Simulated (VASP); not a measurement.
# NaCl (Pm-3m) in VASP: settings compared

Aim: see how the results for NaCl move with the level of theory and the settings. Levels: r2SCAN, PBE, HSE06. Tasks: single point.

Everything below comes from runs of VASP 6.6.1. Logs are shortened: lines on timing, memory, paths and dates and some standing lists are left out, and cuts for length are marked.

## (1) The cell of the first run

Symmetry: Pm-3m, No. 221, cubic system. Conventional cell: a = 3.460 Å, b = 3.460 Å, c = 3.460 Å, α = 90.00°, β = 90.00°, γ = 90.00°. Na (site symmetry m-3m) has 8 Cl at 3.00 Å and 6 Na at 3.46 Å within 3.9 Å. Within 3.9 Å of Cl (site symmetry m-3m) lie 8 Na at 3.00 Å and 6 Cl at 3.46 Å.

## (2) Single point, r2SCAN

File POSCAR:

```
NaCl
1.0
    3.4595458349      0.0000000000      0.0000000000
    0.0000000000      3.4595458349      0.0000000000
    0.0000000000      0.0000000000      3.4595458349
Na Cl
1 1
Direct
    0.0000000000      0.0000000000      0.0000000000
    0.5000000000      0.5000000000      0.5000000000
```

File INCAR.step1:

```
PREC = Accurate
ENCUT = 520
ISMEAR = 0
SIGMA = 0.01
LREAL = F
LASPH = T
NELM = 80
NBANDS = 14
GGA = PE
ALGO = Normal
EDIFF = 1E-4
LWAVE = T
LCHARG = F
```

File INCAR.step2:

```
PREC = Accurate
ENCUT = 520
EDIFF = 1E-6
ISMEAR = 0
SIGMA = 0.01
LREAL = F
LASPH = T
NELM = 80
ALGO = Normal
ISIF = 2
LWAVE = F
LCHARG = F
METAGGA = R2SCAN
LMIXTAU = T
NBANDS = 14
ISTART = 1
```

File KPOINTS:

```
regular mesh
0
Gamma
  4 4 4
```

Potentials or basis: VASP PAW PBE potentials, release 64 (Na_pv, Cl).

On the command line:

```sh
$ cat potpaw_PBE.64/Na_pv/POTCAR potpaw_PBE.64/Cl/POTCAR > POTCAR
$ cp INCAR.step1 INCAR
$ mpirun -np 1 vasp_std > vasp.out
$ cp INCAR.step2 INCAR
$ mpirun -np 1 vasp_std > vasp.out
```

OUTCAR:

```text
PREC = Accurate
   ENCUT = 520
   EDIFF = 1E-6
   ISMEAR = 0
   LREAL = F
   LASPH = T
   NELM = 80
   ISIF = 2
   METAGGA = R2SCAN
   ISTART = 1

 ion  position               nearest neighbor table
   1  0.000  0.000  0.000-
   2  0.500  0.500  0.500-

  LATTYP: Found a simple cubic cell.
 ALAT       =     3.4595458349

  Lattice vectors:

 A1 = (   3.4595458349,   0.0000000000,   0.0000000000)
 A2 = (   0.0000000000,   3.4595458349,   0.0000000000)
 A3 = (   0.0000000000,   0.0000000000,   3.4595458349)

Analysis of symmetry for initial positions (statically):
=====================================================================
 Subroutine PRICEL returns:
 Original cell was already a primitive cell.

 Routine SETGRP: Setting up the symmetry group for a
 simple cubic supercell.

 Subroutine GETGRP returns: Found 48 space group operations
 (whereof 48 operations were pure point group operations)
 out of a pool of 48 trial point group operations.

The static configuration has the point symmetry O_h .

Analysis of symmetry for dynamics (positions and initial velocities):
=====================================================================
 Subroutine PRICEL returns:
 Original cell was already a primitive cell.

 Routine SETGRP: Setting up the symmetry group for a
 simple cubic supercell.

 Subroutine GETGRP returns: Found 48 space group operations
 (whereof 48 operations were pure point group operations)
 out of a pool of 48 trial point group operations.

The dynamic configuration has the point symmetry O_h .

 Subroutine INISYM returns: Found 48 space group operations
 (whereof 48 operations are pure point group operations),
 and found     1 'primitive' translations

----------------------------------------------------------------------------------------

                                     Primitive cell

  volume of cell :      41.4054

  direct lattice vectors                    reciprocal lattice vectors
     3.459545835  0.000000000  0.000000000     0.289055283  0.000000000  0.000000000
     0.000000000  3.459545835  0.000000000     0.000000000  0.289055283  0.000000000
     0.000000000  0.000000000  3.459545835     0.000000000  0.000000000  0.289055283

  length of vectors
     3.459545835  3.459545835  3.459545835     0.289055283  0.289055283  0.289055283

  position of ions in fractional coordinates (direct lattice)
     0.000000000  0.000000000  0.000000000
     0.500000000  0.500000000  0.500000000

  ion indices of the primitive-cell ions
   primitive index   ion index
                 1           1
                 2           2

----------------------------------------------------------------------------------------

 KPOINTS: regular mesh

Automatic generation of k-mesh.
 Grid dimensions read from file:
 generate k-points for:    4    4    4

 Generating k-lattice:

  Cartesian coordinates                     Fractional coordinates (reciprocal lattice)
     0.072263821  0.000000000  0.000000000     0.250000000  0.000000000  0.000000000
     0.000000000  0.072263821  0.000000000     0.000000000  0.250000000  0.000000000
     0.000000000  0.000000000  0.072263821     0.000000000  0.000000000  0.250000000

  Length of vectors
     0.072263821  0.072263821  0.072263821

  Shift w.r.t. Gamma in fractional coordinates (k-lattice)
     0.000000000  0.000000000  0.000000000

 Subroutine IBZKPT returns following result:
 ===========================================

 Found     10 irreducible k-points:

 Following reciprocal coordinates:
            Coordinates               Weight
  0.000000  0.000000  0.000000      1.000000
  0.250000  0.000000  0.000000      6.000000
  0.500000  0.000000  0.000000      3.000000
  0.250000  0.250000  0.000000     12.000000
  0.500000  0.250000  0.000000     12.000000
  0.500000  0.500000  0.000000      3.000000
  0.250000  0.250000  0.250000      8.000000
  0.500000  0.250000  0.250000     12.000000
  0.500000  0.500000  0.250000      6.000000
  0.500000  0.500000  0.500000      1.000000
   k-points           NKPTS =     10   k-points in BZ     NKDIM =     10   number of bands    NBANDS=     14
   number of dos      NEDOS =    301   number of ions     NIONS =      2
   total plane-waves  NPLWV =  21952
   dimension x,y,z NGX =    28 NGY =   28 NGZ =   28
   dimension x,y,z NGXF=    56 NGYF=   56 NGZF=   56
   ions per type =               1   1
   NGX,Y,Z   is equivalent  to a cutoff of  13.46, 13.46, 13.46 a.u.
   NGXF,Y,Z  is equivalent  to a cutoff of  26.91, 26.91, 26.91 a.u.
 SYSTEM =  unknown system
   PREC   = accura    normal or accurate (medium, high low for compatibility)
   ISTART =      1    job   : 0-new  1-cont  2-samecut
   ICHARG =      0    charge: 1-file 2-atom 10-const
   ISPIN  =      1    spin polarized calculation?
   LNONCOLLINEAR =      F non collinear calculations
   LSORBIT =      F    spin-orbit coupling
   LASPH  =      T    aspherical Exc in radial PAW
   ENCUT  =  520.0 eV  38.22 Ry    6.18 a.u.   6.43  6.43  6.43*2*pi/ulx,y,z
   NELM   =     80;   NELMIN=  2; NELMDL=  0     # of ELM steps
   EDIFF  = 0.1E-05   stopping-criterion for ELM
   LREAL  =      F    real-space projection
   EDIFFG = 0.1E-04   stopping-criterion for IOM
   NSW    =      0    number of steps for IOM
   IBRION =     -1    ionic relax: 0-MD 1-quasi-New 2-CG
   NFREE  =      0    steps in history (QN), initial steepest desc. (CG)
   ISIF   =      2    stress and relaxation
   ISYM   =      2    0-nonsym 1-usesym 2-fastsym
   POTIM  = 0.5000    time-step for ionic-motion
   TEBEG  =    0.0;   TEEND  =   0.0 temperature during run
   PSTRESS=    0.0 pullay stress
   NELECT =      14.0000    total number of electrons
   NUPDOWN=      -1.0000    fix difference up-down
   EMIN   =  10.00;   EMAX   =-10.00  energy-range for DOS
   EFERMI =   0.00;   METHOD = LEGACY
   ISMEAR =     0;   SIGMA  =   0.01  broadening in eV -4-tet -1-fermi 0-gaus
   EFERMI_NEDOS =   21; number of points for ismear=-14 and -15
   IALGO  =     38    algorithm
   IMIX   =      4    mixing-type and parameters
     AMIX     =   0.40;   BMIX     =  1.00
     AMIX_MAG =   1.60;   BMIX_MAG =  1.00
  volume/ion in A,a.u.               =      20.70       139.71
  Fermi-wavevector in a.u.,A,eV,Ry     =   1.140508  2.155248 17.697901  1.300759
  Thomas-Fermi vector in A             =   2.277210
   LORBIT       =      0    0 simple, 1 ext, 2 COOP (PROOUT), +10 PAW based schemes
   METAGGA = R2SCAN    functional components
   LHFCALC =     F    Hartree Fock is set to
   AEXX    =    0.0000 exact exchange contribution
   IVDW    =     0    specifies the selected vdW correction
   LEPSILON=     F    determine dielectric tensor
   LRPA    =     F    only Hartree local field effects (RPA)
 non-spin polarized calculation
 Gauss-broadening in eV      SIGMA  =   0.01
  energy-cutoff  :      520.00
  volume of cell :       41.41
 maximum number of plane-waves:      1141
 NGX is ok and might be reduce to    28
   NGX = 13   NGY = 13   NGZ = 13

 number of electron      13.9999999 magnetization

 Free energy of the ion-electron system (eV)
  ---------------------------------------------------
  ext. energy  EPLUGINS =         0.00000000
  ---------------------------------------------------
  free energy    TOTEN  =       -13.45761667 eV

  energy without entropy =      -13.45761667  energy(sigma->0) =      -13.45761667

 E-fermi :   0.3724     XC(G=0):  -9.0732

 val. band max:        0.3058221055   @ k =   0.5000   0.5000   0.0000
 cond. band min:       5.2509128962   @ k =   0.0000   0.0000   0.0000
 fundamental gap:      4.9450907907
 Fermi energy:         0.3723723270

 k-point     1 :       0.0000    0.0000    0.0000
  band No.  band energies     occupation
      1     -22.5029      2.00000
      2     -22.5029      2.00000
      3     -22.5029      2.00000
      4     -13.7891      2.00000
      5      -0.2308      2.00000
      6      -0.2308      2.00000
      7      -0.2308      2.00000
      8       5.2509      0.00000
      9       9.4405      0.00000
     10       9.4405      0.00000
     11      17.1015      0.00000
     12      17.1015      0.00000
     13      17.1015      0.00000
     14      17.6168      0.00000

 k-point     2 :       0.2500    0.0000    0.0000
  band No.  band energies     occupation
      1     -22.5250      2.00000
      2     -22.5009      2.00000
      3     -22.5009      2.00000
      4     -13.5965      2.00000
      5      -1.7187      2.00000
      6      -0.1092      2.00000
      7      -0.1092      2.00000
      8       6.6078      0.00000
      9      10.1575      0.00000
     10      10.5350      0.00000
     11      14.3131      0.00000
     12      14.3131      0.00000
     13      16.7844      0.00000
     14      16.8400      0.00000

 k-point     3 :       0.5000    0.0000    0.0000
  band No.  band energies     occupation
      1     -22.5470      2.00000
      2     -22.4989      2.00000
      3     -22.4989      2.00000
      4     -13.3877      2.00000
      5      -2.8225      2.00000
      6       0.0191      2.00000
      7       0.0191      2.00000
      8       8.1224      0.00000
      9      10.0923      0.00000
     10      11.5476      0.00000
     11      13.0261      0.00000
     12      13.0261      0.00000
     13      13.9566      0.00000
     14      18.2033      0.00000
[... 86 lines left out ...]
 k-point     9 :       0.5000    0.5000    0.2500
  band No.  band energies     occupation
      1     -22.5336      2.00000
      2     -22.5336      2.00000
      3     -22.5130      2.00000
      4     -12.9350      2.00000
      5      -1.9333      2.00000
      6      -1.9333      2.00000
      7      -0.8020      2.00000
      8       7.1708      0.00000
      9       9.4900      0.00000
     10       9.4900      0.00000
     11      13.7034      0.00000
     12      15.7860      0.00000
     13      16.5189      0.00000
     14      16.5189      0.00000

 k-point    10 :       0.5000    0.5000    0.5000
  band No.  band energies     occupation
      1     -22.5306      2.00000
      2     -22.5306      2.00000
      3     -22.5306      2.00000
      4     -12.7729      2.00000
      5      -1.7100      2.00000
      6      -1.7100      2.00000
      7      -1.7100      2.00000
      8       8.0509      0.00000
      9       8.0509      0.00000
     10       8.0509      0.00000
     11      13.5817      0.00000
     12      17.6500      0.00000
     13      17.6500      0.00000
     14      17.6500      0.00000

------------------------ aborting loop because EDIFF is reached ----------------------------------------

  FORCE on cell =-STRESS in cart. coord.  units (eV):
  Direction    XX          YY          ZZ          XY          YZ          ZX
  --------------------------------------------------------------------------------------
  -------------------------------------------------------------------------------------
  Total       -0.0423710     -0.0423710     -0.0423710     -0.0000000      0.0000000      0.0000000
  in kB       -1.6395393     -1.6395393     -1.6395393     -0.0000000      0.0000000      0.0000000
  external PRESSURE =      -1.6395393 kB  Pullay stress =       0.0000000 kB

 VOLUME and BASIS-vectors are now :
 -----------------------------------------------------------------------------
  energy-cutoff  :      520.00
  volume of cell :       41.41
      direct lattice vectors                 reciprocal lattice vectors
     3.459545835  0.000000000  0.000000000     0.289055283  0.000000000  0.000000000
     0.000000000  3.459545835  0.000000000     0.000000000  0.289055283  0.000000000
     0.000000000  0.000000000  3.459545835     0.000000000  0.000000000  0.289055283

 POSITION                                       TOTAL-FORCE (eV/Angst)
 -----------------------------------------------------------------------------------
      0.00000      0.00000      0.00000         0.000000      0.000000      0.000000
      1.72977      1.72977      1.72977         0.000000      0.000000      0.000000
 -----------------------------------------------------------------------------------
    total drift:                               -0.000000      0.000000      0.000000

  FREE ENERGIE OF THE ION-ELECTRON SYSTEM (eV)
  ---------------------------------------------------
  free  energy   TOTEN  =       -13.4576166743 eV

  energy  without entropy=      -13.4576166743  energy(sigma->0) =      -13.45761667
```

Run time: 42 s. Hardware: 1 thread of Intel Xeon 8259CL, shared host; peak memory 0.15 GiB.

Results:

| Property | Result |
| --- | --- |
| Free energy | -13.4576 eV |
| Pressure | -0.2 GPa |
| Band gap on the k mesh | 4.95 eV (least direct gap 5.48 eV) |

Caveat: the k points lie up to 0.45 Å⁻¹ apart; the PAW data sets were made with another functional, which shifts forces and pressure a little. A k mesh can miss the band edges.

## (3) Single point, PBE

File INCAR:

```
SYSTEM = NaCl
PREC = Accurate
ENCUT = 520
EDIFF = 1E-7
ISMEAR = 0
SIGMA = 0.01
LREAL = .False.
LASPH = .True.
NELM = 60
ALGO = Normal
ISIF = 2
LWAVE = .False.
LCHARG = .False.
GGA = PE
NBANDS = 14
```

File KPOINTS:

```
regular mesh
0
Gamma
  6 6 6
  0 0 0
```

POSCAR is that of step 2.

Potentials or basis: VASP PAW PBE potentials, release 64 (Na_pv, Cl).

On the command line:

```sh
$ cat potpaw_PBE.64/Na_pv/POTCAR potpaw_PBE.64/Cl/POTCAR > POTCAR
$ mpirun -np 1 vasp_std > vasp.out
```

Run time: 19 s. Hardware: 1 thread of Intel Xeon 8259CL, shared host; peak memory 0.15 GiB.

Results (log left out):

```yaml
Free_energy: -6.4624 eV
Pressure: 1.1 GPa
Band_gap_on_the_k_mesh: 4.10 eV (least direct gap 4.63 eV)
```

Levels at points of the mesh, in eV from the valence-band top:
```csv
k point,band 3,band 4,band 5,band 6,band 7,band 8,band 9,band 10,band 11,band 12
"(0.00, 0.00, 0.00)",-22.04,-13.51,-0.52,-0.52,-0.52,4.10,8.54,8.54,16.04,16.04
"(0.50, 0.00, 0.00)",-22.04,-13.11,-3.11,-0.27,-0.27,7.04,8.82,10.50,11.93,11.93
"(0.50, 0.50, 0.00)",-22.03,-12.82,-2.39,-2.39,0.00,5.54,9.96,11.27,11.27,12.66
"(0.50, 0.50, 0.50)",-22.07,-12.52,-1.96,-1.96,-1.96,7.12,7.12,7.12,11.95,16.24
```

## (4) Single point, HSE06

POSCAR is that of step 3.

File INCAR.step1:

```
PREC = Accurate ; ENCUT = 520
EDIFF = 1E-5 ; ISMEAR = 0
SIGMA = 0.01 ; LREAL = F
LASPH = T ; NELM = 60
ALGO = Normal ; ISIF = 2
LWAVE = T ; LCHARG = F
GGA = PE ; NBANDS = 14
```

File INCAR.step2:

```
PREC = Accurate ; ENCUT = 520
EDIFF = 1E-6 ; ISMEAR = 0
SIGMA = 0.01 ; LREAL = F
LASPH = T ; NELM = 60
ALGO = Normal ; ISIF = 2
LWAVE = F ; LCHARG = F
GGA = PE ; LHFCALC = T
HFSCREEN = 0.2079 ; PRECFOCK = Normal
ISTART = 1 ; NBANDS = 14
```

File KPOINTS:

```
Automatic mesh
0
Gamma
  4 4 4
```

On the command line:

```sh
$ cat potpaw_PBE.64/Na_pv/POTCAR potpaw_PBE.64/Cl/POTCAR > POTCAR
$ cp INCAR.step1 INCAR
$ mpirun -np 1 vasp_std > vasp.out
$ cp INCAR.step2 INCAR
$ mpirun -np 1 vasp_std > vasp.out
```

Run time: 4 min. Hardware: 1 thread of Intel Xeon 8259CL, shared host; peak memory 0.25 GiB.

Results (log left out):

```
Free energy            : -7.5482 eV
Pressure               : 0.7 GPa
Band gap on the k mesh : 5.42 eV (least direct gap 5.99 eV)
```

Levels at points of the mesh, in eV from the valence-band top:
```tsv
k point	band 3	band 4	band 5	band 6	band 7	band 8	band 9	band 10	band 11	band 12
(0.00, 0.00, 0.00)	-24.20	-14.77	-0.57	-0.57	-0.57	5.42	9.89	9.89	17.77	17.82
(0.50, 0.00, 0.00)	-24.19	-14.34	-3.31	-0.30	-0.30	8.40	10.36	11.95	13.48	13.48
(0.50, 0.50, 0.00)	-24.19	-14.03	-2.58	-2.58	0.00	6.84	11.43	12.83	12.83	14.24
(0.50, 0.50, 0.50)	-24.23	-13.70	-2.12	-2.12	-2.12	8.44	8.44	8.44	13.57	18.03
```

Caveat: the k points lie up to 0.45 Å⁻¹ apart; the PAW data sets were made with another functional, which shifts forces and pressure a little.

## (5) Overview

```csv
level,k mesh,grid for exact exchange (PRECFOCK),share of exact exchange,screening parameter,gap on the mesh (eV),pressure (GPa)
r2SCAN,4 × 4 × 4,-,-,-,4.95,-0.2
PBE,6 × 6 × 6,-,-,-,4.10,1.1
HSE06,4 × 4 × 4,Normal,0.25,0.2079 1/Å,5.42,0.7
```

Alike in all rows: task single point; potentials or basis VASP PAW PBE potentials, release 64 (Na_pv, Cl); no spin polarisation; cell as given; cutoff (eV) 520; smearing gaussian 0.01 eV.

Caveats: some runs use coarse meshes; the PAW data sets were made with another functional, which shifts forces and pressure a little (at least some runs).

Absolute energies hang on the potentials; compare differences alone.
